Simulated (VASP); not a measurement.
Input of a VASP 6.6.1 run:

Contents of INCAR:

```
SYSTEM = La
ALGO = Normal ; EDIFF = 1E-6
EDIFFG = -0.03 ; ENCUT = 600
GGA = PE ; IBRION = 2
ISIF = 3 ; ISMEAR = -1
LASPH = .TRUE. ; LCHARG = .FALSE.
LREAL = .FALSE. ; LWAVE = .FALSE.
NELM = 80 ; NSW = 80
PREC = Accurate ; SIGMA = 0.05
```

KPOINTS

```
k-points
0
G
  7 7 7
  0 0 0
```

Contents of POSCAR:

```
La
1.0
    3.4500000000      0.0000000000      0.0000000000
    0.0000000000      3.4500000000      0.0000000000
    0.0000000000      0.0000000000      3.4500000000
La
1
Direct
    0.0000000000      0.0000000000      0.0000000000
```

Potentials or basis: VASP PAW PBE potentials, release 64 (La).

Run with:

```bash
$ cat potpaw_PBE.64/La/POTCAR > POTCAR
$ mpirun -np 1 vasp_std > vasp.out
```

(1) What does it give for the relaxed cell?

(2) Predict the space group after relaxing (to 0.05 Å).

(3) What does it give for the relaxed volume?

Answers

(1) a = 3.307 Å, b = 3.307 Å, c = 3.307 Å, α = 90.00°, β = 90.00°, γ = 90.00°.

(2) Pm-3m (No. 221).

(3) 36.16 Å³/atom.
